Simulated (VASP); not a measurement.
# AlN (P1) in VASP: notebook, part 2 of 2

VASP 6.6.1.

**3. Single point, PBE**

This run uses another cell than the first one, of 11.04 Å³/atom.

Contents of INCAR:

```
SYSTEM = AlN
  ALGO = Normal
  EDIFF = 1E-6
  ENCUT = 520
  GGA = PE
  ISIF = 2
  ISMEAR = 0
  LASPH = .TRUE.
  LCHARG = .TRUE.
  LELF = .TRUE.
  LREAL = .FALSE.
  LVHAR = .TRUE.
  LWAVE = .FALSE.
  NBANDS = 21
  NELM = 80
  PREC = Accurate
  SIGMA = 0.1
```

Contents of KPOINTS:

```
k-points
0
G
  6 6 6
  0 0 0
```

Contents of POSCAR:

```
AlN
1.0
    3.2508197976      0.1028241515      0.1652338890
    0.1500299746      4.7783886151     -0.0259097177
    0.1337764374     -2.4116327759      4.2937465957
Al N
3 3
Direct
    0.3316325941      0.8025128235      0.9061674345
    0.5823916545      0.4181303743      0.2720605672
    0.9334340327      0.9888042650      0.4856177589
    0.4405199732      1.0796293394      0.3367797452
    0.9807693551      0.1845553085     -0.0821580350
    0.1459392204      0.5263678792      0.0815325392
```

Potentials or basis: VASP PAW PBE potentials, release 64 (Al, N).

The run is started by

```sh
> cat potpaw_PBE.64/Al/POTCAR potpaw_PBE.64/N/POTCAR > POTCAR
> mpirun -np 1 vasp_std > vasp.out
```

OUTCAR:

```text
SYSTEM = AlN
   EDIFF = 1E-6
   ENCUT = 520
   GGA = PE
   ISIF = 2
   ISMEAR = 0
   LASPH = .TRUE.
   LREAL = .FALSE.
   NELM = 80
   PREC = Accurate

 ion  position               nearest neighbor table
   1  0.332  0.803  0.906-   4 1.94   6 2.01   5 2.07   3 2.75   2 2.77   2 2.79   3 2.96   3 3.24
                             2 3.25   3 3.33   2 3.35
   2  0.582  0.418  0.272-   4 1.88   5 1.90   6 1.92   6 2.22   3 2.75   1 2.77   1 2.79   3 2.93
                             3 3.04   1 3.25   1 3.35
   3  0.933  0.989  0.486-   5 1.88   4 1.91   4 1.93   6 2.15   2 2.75   1 2.75   2 2.93   1 2.96
                             2 3.04   1 3.24   1 3.33
   4  0.441  0.080  0.337-   2 1.88   3 1.91   3 1.93   1 1.94
   5  0.981  0.185  0.918-   6 1.57   3 1.88   2 1.90   1 2.07
   6  0.146  0.526  0.082-   5 1.57   2 1.92   1 2.01   3 2.15   2 2.22

  LATTYP: Found a triclinic cell.
 ALAT       =     5.5461614115
 B/A-ratio  =     1.5526030456
 C/A-ratio  =     0.8882670125
 COS(alpha) =     0.0033933362
 COS(beta)  =     0.4303643415
 COS(gamma) =     0.8590493436

  Lattice vectors:

 A1 = (   2.9670133856,  -2.2639316877,  -4.1026029890)
[... 188 lines left out ...]
 cond. band min:       8.2426111850   @ k =   0.5000   0.5000  -0.0000
 fundamental gap:      0.6750655451
 Fermi energy:         7.9096887493

 k-point     1 :       0.0000    0.0000    0.0000
  band No.  band energies     occupation
      1     -11.0250      2.00000
      2      -7.4305      2.00000
      3      -5.0744      2.00000
      4      -0.2593      2.00000
      5       0.7675      2.00000
      6       1.9378      2.00000
[... 565 lines left out ...]
     20      16.4873      0.00000
     21      17.2368      0.00000

 [... further k-points ...]

------------------------ aborting loop because EDIFF is reached ----------------------------------------

  FORCE on cell =-STRESS in cart. coord.  units (eV):
  Direction    XX          YY          ZZ          XY          YZ          ZX
  --------------------------------------------------------------------------------------
  -------------------------------------------------------------------------------------
  Total       -0.0731032     -0.0581400     -0.0715251      0.0756652      0.0465990      0.0263234
  in kB       -1.7675778     -1.4057800     -1.7294206      1.8295266      1.1267271      0.6364794
  external PRESSURE =      -1.6342595 kB  Pullay stress =       0.0000000 kB

 VOLUME and BASIS-vectors are now :
 -----------------------------------------------------------------------------
  energy-cutoff  :      520.00
  volume of cell :       66.26
      direct lattice vectors                 reciprocal lattice vectors
     3.250819798  0.102824152  0.165233889     0.308691753 -0.009774099 -0.015107370
     0.150029975  4.778388615 -0.025909718    -0.012676606  0.210316241  0.118521519
     0.133776437 -2.411632776  4.293746596    -0.011955709  0.001645241  0.234193399

 POSITION                                       TOTAL-FORCE (eV/Angst)
 -----------------------------------------------------------------------------------
      1.31970      1.68347      3.92486         0.001060      0.008165     -0.012435
      1.99238      1.40176      1.25356        -0.011057      0.003759     -0.002369
      3.24774      3.64974      2.21373         0.015564     -0.014322      0.001063
      1.48905     -0.38639      1.51677         0.004365     -0.001993      0.011482
      3.33878     -1.23077      4.09826        -0.021329     -0.024085     -0.013321
      0.56430      2.33357      0.36056         0.011397      0.028476      0.015580
 -----------------------------------------------------------------------------------
    total drift:                               -0.001058      0.000151      0.001358

  FREE ENERGIE OF THE ION-ELECTRON SYSTEM (eV)
  ---------------------------------------------------
  free  energy   TOTEN  =       -38.7022603158 eV

  energy  without entropy=      -38.7022603073  energy(sigma->0) =      -38.70226031
```

OSZICAR:

```text
N       E                     dE             d eps       ncg     rms          rms(c)
DAV:   1     0.764184969015E+02    0.76418E+02   -0.11208E+04  4704   0.102E+03
DAV:   2    -0.368549438484E+02   -0.11327E+03   -0.10841E+03  5998   0.206E+02
DAV:   3    -0.437085133239E+02   -0.68536E+01   -0.68172E+01  6150   0.529E+01
DAV:   4    -0.437640209485E+02   -0.55508E-01   -0.55490E-01  5526   0.522E+00
DAV:   5    -0.437647417595E+02   -0.72081E-03   -0.72080E-03  6067   0.596E-01    0.129E+01
DAV:   6    -0.387586340767E+02    0.50061E+01   -0.16901E+01  5637   0.237E+01    0.498E+00
DAV:   7    -0.387406707200E+02    0.17963E-01   -0.91500E-01  5522   0.636E+00    0.312E+00
DAV:   8    -0.387051254453E+02    0.35545E-01   -0.14366E-01  5759   0.262E+00    0.700E-01
DAV:   9    -0.387018654374E+02    0.32600E-02   -0.27583E-02  6456   0.120E+00    0.278E-01
DAV:  10    -0.387021416458E+02   -0.27621E-03   -0.42618E-03  5379   0.423E-01    0.179E-01
DAV:  11    -0.387022471997E+02   -0.10555E-03   -0.77149E-04  6093   0.200E-01    0.562E-02
DAV:  12    -0.387022590948E+02   -0.11895E-04   -0.15053E-04  6213   0.939E-02    0.220E-02
DAV:  13    -0.387022596272E+02   -0.53238E-06   -0.16817E-05  5543   0.314E-02    0.760E-03
DAV:  14    -0.387022603158E+02   -0.68861E-06   -0.48828E-06  5502   0.148E-02
   1 F= -.38702260E+02 E0= -.38702260E+02  d E =-.852927E-08
```

stdout:

```text
POSCAR found type information on POSCAR AlN
 POSCAR found :  2 types and       6 ions
 scaLAPACK will be used
 LDA part: xc-table for (Slater+PW92), standard interpolation
 POSCAR, INCAR and KPOINTS ok, starting setup
 FFT: planning ... GRIDC
 FFT: planning ... GRID_SOFT
 FFT: planning ... GRID
 WAVECAR not read
 entering main loop
```

Wall time 48 s (1 thread of Intel Xeon 6975P-C (Granite Rapids), shared host); peak memory 0.25 GiB.

Results:

```yaml
Free_energy: -38.7023 eV
Pressure: -0.2 GPa
Largest_force: 0.035 eV/Å
Band_gap_on_the_k_mesh: 0.68 eV (least direct gap 0.73 eV)
```

Forces in eV/Å, atoms in the order of the input:
```
Al   0.001  0.008 -0.012
Al  -0.011  0.004 -0.002
Al   0.016 -0.014  0.001
N    0.004 -0.002  0.011
N   -0.021 -0.024 -0.013
N    0.011  0.028  0.016
```

A k mesh can miss the band edges.

**4. Single point, PBE**

This run uses another cell than the first one, of 11.04 Å³/atom.

Contents of INCAR:

```
SYSTEM = AlN
PREC = Accurate
ENCUT = 520
EDIFF = 1E-6
ISMEAR = 0
SIGMA = 0.02
LREAL = .False.
LASPH = .True.
NELM = 80
ALGO = Normal
ISIF = 2
LWAVE = .False.
LCHARG = .False.
GGA = PE
NBANDS = 21
```

Contents of KPOINTS:

```
Automatic mesh
0
Gamma
  8 6 6
  0 0 0
```

Contents of POSCAR:

```
AlN
1.0
    3.2578125217      0.0023059603      0.0004243128
    0.3028049371      4.7703686167      0.0021587178
    0.5769710840      2.3215907460      4.2653419774
Al N
3 3
Direct
    0.3321727948      0.8967218447      0.9060238418
    0.5814173581      0.1458920082      0.2721366794
    0.9343083784      0.5025718509      0.4854581347
    0.4409133337      0.7425501351      0.3367680539
    0.9803133297      0.2669494537      0.9181580087
    0.1455616352      0.4453146872      0.0814552915
```

The run is started by

```sh
> cat potpaw_PBE.64/Al/POTCAR potpaw_PBE.64/N/POTCAR > POTCAR
> mpirun -np 1 vasp_std > vasp.out
```

Wall time 57 s (1 thread of Intel Xeon 6975P-C (Granite Rapids), shared host); peak memory 0.28 GiB.

Results (log left out):

```yaml
Free_energy: -38.7030 eV
Pressure: -0.2 GPa
Largest_force: 0.027 eV/Å
Band_gap_on_the_k_mesh: 0.67 eV (least direct gap 0.73 eV)
```

Forces in eV/Å, atoms in the order of the input:
```
Al  -0.005  0.001  0.010
Al  -0.001 -0.002 -0.009
Al   0.001  0.007 -0.005
N    0.005 -0.006  0.007
N   -0.011 -0.019 -0.016
N    0.012  0.020  0.012
```

Stress tensor (GPa, compression positive):
```
-0.16  0.04  0.02
 0.04 -0.17  0.02
 0.02  0.02 -0.27
```

Levels at points of the mesh, in eV from the valence-band top:
```csv
k point,band 10,band 11,band 12,band 13,band 14,band 15
"(0.00, 0.00, 0.00)",-2.48,-1.50,-1.43,2.96,3.66,4.47
"(0.50, 0.00, 0.00)",-3.33,-2.38,-1.21,1.00,2.38,4.05
"(0.00, 0.50, 0.00)",-3.01,-2.04,-0.67,2.27,3.91,4.38
"(0.50, 0.50, 0.00)",-2.35,-1.61,-0.95,2.01,3.02,3.98
"(0.00, 0.00, 0.50)",-2.66,-2.13,-1.11,2.41,4.03,4.67
"(0.50, 0.00, 0.50)",-2.36,-1.78,-0.48,1.35,3.64,4.27
"(0.00, 0.50, 0.50)",-2.06,-1.83,-0.98,2.09,3.33,4.35
"(0.50, 0.50, 0.50)",-2.21,-2.15,-0.12,0.67,3.29,4.11
```

**5. Summary**

| cell | k mesh | smearing | gap on the mesh (eV) | pressure (GPa) | largest force (eV/Å) |
| --- | --- | --- | --- | --- | --- |
| a = 3.029, b = 4.420, c = 4.420 Å, angles 120.0, 90.0, 90.0°, 6 atoms, atomic positions A | 6 × 6 × 6 | gaussian 0.1 eV | none | 131.8 | 21.48 |
| a = 3.257, b = 4.781, c = 4.926 Å, angles 119.5, 86.8, 86.4°, 6 atoms, atomic positions B | 6 × 6 × 6 | gaussian 0.1 eV | 0.68 | -0.2 | 0.03 |
| a = 3.258, b = 4.780, c = 4.890 Å, angles 61.2, 83.2, 86.3°, 6 atoms, atomic positions C | 8 × 6 × 6 | gaussian 0.02 eV | 0.67 | -0.2 | 0.03 |

Alike in all rows: task single point; level PBE; potentials or basis VASP PAW PBE potentials, release 64 (Al, N); no spin polarisation; cutoff (eV) 520.

Caveats: the cell stands under pressure (at least some runs); forces of over 1 eV/Å act on the atoms, so gaps and moduli don't describe the material at rest (at least some runs).

Total energies depend on the potentials used, so only differences within one code and one set of settings carry meaning.
